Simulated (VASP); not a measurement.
# SnSe2 (P-3m1) in VASP: a series of runs, part 2 of 2

VASP 6.6.1. The steps go on from the part before.

## (5) Relaxation of shape and atoms at fixed volume, PBE+D3(BJ) (23.27 Å³/atom)

This run uses another cell than the first one, of 23.27 Å³/atom.

File INCAR:

```
  PREC = Accurate
  ENCUT = 500
  EDIFF = 1E-7
  ISMEAR = 0
  SIGMA = 0.02
  LREAL = F
  LASPH = T
  NELM = 120
  ALGO = Normal
  ISIF = 4
  LWAVE = F
  LCHARG = F
  GGA = PE
  IVDW = 12
  IBRION = 2
  NSW = 50
  EDIFFG = -0.01
  GGA_COMPAT = F
  NELMIN = 4
```

File KPOINTS:

```
regular mesh
0
Gamma
  12 12 6
```

File POSCAR:

```
SnSe2
1.0
    3.7642363369      0.0000000000      0.0000000000
   -1.8821181684      3.2599242936      0.0000000000
    0.0000000000      0.0000000000      5.6889042013
Sn Se
1 2
Direct
    0.0000000000      0.0000000000      0.0000000000
    0.3333333333      0.6666666667      0.2767851406
    0.6666666667      0.3333333333      0.7232148594
```

Potentials or basis: VASP PAW PBE potentials, release 64 (Sn_d, Se).

Run with:

```
> cat potpaw_PBE.64/Sn_d/POTCAR potpaw_PBE.64/Se/POTCAR > POTCAR
> mpirun -np 1 vasp_std > vasp.out
```

OUTCAR:

```text
PREC = Accurate
   ENCUT = 500
   EDIFF = 1E-7
   ISMEAR = 0
   LREAL = F
   LASPH = T
   NELM = 120
   ISIF = 4
   GGA = PE
   IVDW = 12
   IBRION = 2
   NSW = 50
   EDIFFG = -0.01
   NELMIN = 4
 IVDW          = 12

 ion  position               nearest neighbor table
   1  0.000  0.000  0.000-   2 2.68   3 2.68   2 2.68   3 2.68   3 2.68   2 2.68
   2  0.333  0.667  0.277-   1 2.68   1 2.68   1 2.68
   3  0.667  0.333  0.723-   1 2.68   1 2.68   1 2.68

  LATTYP: Found a hexagonal cell.
 ALAT       =     3.7642363369
 C/A-ratio  =     1.5113036728

  Lattice vectors:

 A1 = (   3.7642363369,   0.0000000000,   0.0000000000)
 A2 = (  -1.8821181684,   3.2599242936,   0.0000000000)
 A3 = (   0.0000000000,   0.0000000000,   5.6889042013)

Analysis of symmetry for initial positions (statically):
=====================================================================
 Subroutine PRICEL returns:
 Original cell was already a primitive cell.

 Routine SETGRP: Setting up the symmetry group for a
 hexagonal supercell.

 Subroutine GETGRP returns: Found 12 space group operations
 (whereof 12 operations were pure point group operations)
 out of a pool of 24 trial point group operations.

The static configuration has the point symmetry D_3d.

Analysis of symmetry for dynamics (positions and initial velocities):
=====================================================================
 Subroutine PRICEL returns:
 Original cell was already a primitive cell.

 Routine SETGRP: Setting up the symmetry group for a
 hexagonal supercell.

 Subroutine GETGRP returns: Found 12 space group operations
 (whereof 12 operations were pure point group operations)
 out of a pool of 24 trial point group operations.

The dynamic configuration has the point symmetry D_3d.

 Subroutine INISYM returns: Found 12 space group operations
 (whereof 12 operations are pure point group operations),
 and found     1 'primitive' translations

----------------------------------------------------------------------------------------

[... 98 lines left out ...]
   IBRION =      2    ionic relax: 0-MD 1-quasi-New 2-CG
   NFREE  =      1    steps in history (QN), initial steepest desc. (CG)
   ISIF   =      4    stress and relaxation
   ISYM   =      2    0-nonsym 1-usesym 2-fastsym
   POTIM  = 0.5000    time-step for ionic-motion
   TEBEG  =    0.0;   TEEND  =   0.0 temperature during run
   PSTRESS=    0.0 pullay stress
   NELECT =      26.0000    total number of electrons
   NUPDOWN=      -1.0000    fix difference up-down
   EMIN   =  10.00;   EMAX   =-10.00  energy-range for DOS
   EFERMI =   0.00;   METHOD = LEGACY
   ISMEAR =     0;   SIGMA  =   0.02  broadening in eV -4-tet -1-fermi 0-gaus
   EFERMI_NEDOS =   21; number of points for ismear=-14 and -15
   IALGO  =     38    algorithm
   IMIX   =      4    mixing-type and parameters
     AMIX     =   0.40;   BMIX     =  1.00
     AMIX_MAG =   1.60;   BMIX_MAG =  1.00
  volume/ion in A,a.u.               =      23.27       157.03
  Fermi-wavevector in a.u.,A,eV,Ry     =   1.177863  2.225839 18.876210  1.387362
  Thomas-Fermi vector in A             =   2.314203
   LORBIT       =      0    0 simple, 1 ext, 2 COOP (PROOUT), +10 PAW based schemes
   GGA     = PE    functional components
   LHFCALC =     F    Hartree Fock is set to
   AEXX    =    0.0000 exact exchange contribution
   IVDW    =    12    specifies the selected vdW correction
   LEPSILON=     F    determine dielectric tensor
   LRPA    =     F    only Hartree local field effects (RPA)
 conjugate gradient relaxation of ions
 non-spin polarized calculation
 Gauss-broadening in eV      SIGMA  =   0.02
  energy-cutoff  :      500.00
  volume of cell :       69.81
 maximum number of plane-waves:      1788
   NGX = 13   NGY = 13   NGZ = 21

--------------------------------------- Ionic step        1  -------------------------------------------

 number of electron      25.9999993 magnetization

 Free energy of the ion-electron system (eV)
  ---------------------------------------------------
  ext. energy  EPLUGINS =         0.00000000
  ---------------------------------------------------
  free energy    TOTEN  =       -11.60522662 eV

  energy without entropy =      -11.60522537  energy(sigma->0) =      -11.60522600

------------------------ aborting loop because EDIFF is reached ----------------------------------------

 Edisp (eV)   -1.20575

 E8    (eV) :    -0.5278
[... 237 lines left out ...]
--------------------------------------- Ionic step        7  -------------------------------------------

 number of electron      25.9999998 magnetization

 Free energy of the ion-electron system (eV)
  ---------------------------------------------------
  ext. energy  EPLUGINS =         0.00000000
  ---------------------------------------------------
  free energy    TOTEN  =       -11.61301834 eV

  energy without entropy =      -11.61293551  energy(sigma->0) =      -11.61297693

 E-fermi :   5.8451     XC(G=0): -10.0722

 val. band max:        5.8393357219   @ k =   0.0833   0.0000   0.0000
 cond. band min:       5.8761125081   @ k =   0.0000   0.3333   0.3333
 fundamental gap:      0.0367767862
 Fermi energy:         5.8450983407

 k-point     1 :       0.0000    0.0000    0.0000
  band No.  band energies     occupation
      1     -15.9116      2.00000
      2     -15.9116      2.00000
      3     -15.8740      2.00000
      4     -15.8597      2.00000
      5     -15.8597      2.00000
      6      -8.8988      2.00000
[... 457 lines left out ...]
      4     -15.8633      2.00000
      5     -15.8580      2.00000
      6      -8.5292      2.00000
[... 9 lines left out ...]
     16      10.3705      0.00000
     17      10.7382      0.00000

 [... further k-points ...]

------------------------ aborting loop because EDIFF is reached ----------------------------------------

 Edisp (eV)   -1.20701

 E8    (eV) :    -0.5286
[... 26 lines left out ...]
  FREE ENERGIE OF THE ION-ELECTRON SYSTEM (eV)
  ---------------------------------------------------
  free  energy   TOTEN  =       -12.8200237956 eV

  energy  without entropy=      -12.8199409711  energy(sigma->0) =      -12.81998238

 reached required accuracy - stopping structural energy minimisation
```

OSZICAR:

```text
N       E                     dE             d eps       ncg     rms          rms(c)
DAV:   1     0.193829607313E+03    0.19383E+03   -0.12464E+04  3418   0.176E+03
DAV:   2     0.790670344473E+01   -0.18592E+03   -0.18270E+03  3753   0.395E+02
DAV:   3    -0.112296907326E+02   -0.19136E+02   -0.18481E+02  4241   0.116E+02
[... 57 lines left out ...]
DAV:   2    -0.116130211026E+02   -0.28804E-04   -0.34560E-04  4315   0.112E-01    0.695E-03
DAV:   3    -0.116130195455E+02    0.15571E-05   -0.43490E-06  4136   0.178E-02    0.477E-03
DAV:   4    -0.116130187802E+02    0.76533E-06   -0.11614E-06  4223   0.920E-03    0.196E-03
DAV:   5    -0.116130184039E+02    0.37625E-06   -0.13820E-07  2739   0.444E-03    0.608E-04
DAV:   6    -0.116130183387E+02    0.65181E-07   -0.57559E-08  1986   0.279E-03
   7 F= -.12820024E+02 E0= -.12819982E+02  d E =-.242294E-04
```

CONTCAR:

```text
SnSe2
   1.00000000000000
     3.7910887413840335    0.0000000000190451   -0.0000000000000001
    -1.8955443706251662    3.2831791580237590    0.0000000000000000
    -0.0000000000000001    0.0000000000000000    5.6086002240716057
  Sn              Se
     1     2
Direct
     0.0000000000000000    0.0000000000000000    1.0000000000000000
     0.3333333332999970    0.6666666667000030    0.2836042906636185
     0.6666666667000030    0.3333333332999970    0.7163957093363816

  0.00000000E+00  0.00000000E+00  0.00000000E+00
  0.00000000E+00  0.00000000E+00  0.00000000E+00
  0.00000000E+00  0.00000000E+00  0.00000000E+00
```

Run time: 11 min. Hardware: 1 thread of Intel Xeon 8259CL, shared host; peak memory 0.27 GiB.

What came out:

```yaml
Free_energy: -12.8200 eV
Energy_gained_by_relaxing: 3.0 meV/atom
Ionic_steps: 7
Pressure_after_relaxing: 4.1 GPa
Band_gap_on_the_k_mesh: zero (bands 13 and 14 overlap by 0.09 eV)
Dispersion_energy_per_atom: -0.402 eV
```

Forces on the atoms (eV/Å):
```
Sn   0.000  0.000  0.000
Se   0.000  0.000 -0.002
Se   0.000  0.000  0.002
```

Step by step:
```csv
step,energy change (eV),largest force (eV/Å),pressure (GPa),volume (Å³)
1,0.0000,0.2650,5.30,69.81
2,-0.0049,0.1203,4.83,69.81
3,-0.0061,0.0080,4.44,69.81
4,-0.0076,0.0113,4.35,69.81
5,-0.0090,0.0175,4.13,69.81
6,-0.0090,0.0169,4.12,69.81
7,-0.0090,0.0022,4.06,69.81
```

Final structure:
```yaml
crystal:
  lattice:
    - [3.79109, 0.00000, 0.00000]
    - [-1.89554, 3.28318, 0.00000]
    - [0.00000, 0.00000, 5.60860]
  atoms:
    - { symbol: Sn, position: [0.00000, 0.00000, 0.00000] }
    - { symbol: Se, position: [0.33333, 0.66667, 0.28360] }
    - { symbol: Se, position: [0.66667, 0.33333, 0.71640] }
```

Caveat: semilocal functionals underestimate gaps, so a narrow gap can read as zero; spin-orbit coupling is left out, which moves the levels of the heavy elements.

## (6) Overview

```csv
task,cell,gap on the mesh (eV),pressure (GPa),largest force (eV/Å)
single point,"a = 3.858, b = 3.858, c = 6.307 Å, angles 90.0, 90.0, 120.0°, 3 atoms, atomic positions A",0.64,-1.1,0.01
single point,"a = 3.865, b = 3.865, c = 6.524 Å, angles 90.0, 90.0, 120.0°, 3 atoms, atomic positions B",0.66,-1.4,0.01
relaxation of shape and atoms at fixed volume,"relaxed from a = 3.745, b = 3.745, c = 5.559 Å, angles 90.0, 90.0, 120.0°, 3 atoms, atomic positions C",none,6.3,0.01
relaxation of shape and atoms at fixed volume,"relaxed from a = 3.764, b = 3.764, c = 5.689 Å, angles 90.0, 90.0, 120.0°, 3 atoms, atomic positions D",none,4.1,-
```

Alike in all rows: level PBE+D3(BJ); potentials or basis VASP PAW PBE potentials, release 64 (Sn_d, Se); no spin polarisation; k mesh 12 × 12 × 6; cutoff (eV) 500; smearing gaussian 0.02 eV.

Caveats: spin-orbit coupling is left out, which moves the levels of the heavy elements; semilocal functionals underestimate gaps, so a narrow gap can read as zero (at least some runs).

Total energies depend on the potentials used, so only differences within one code and one set of settings carry meaning.
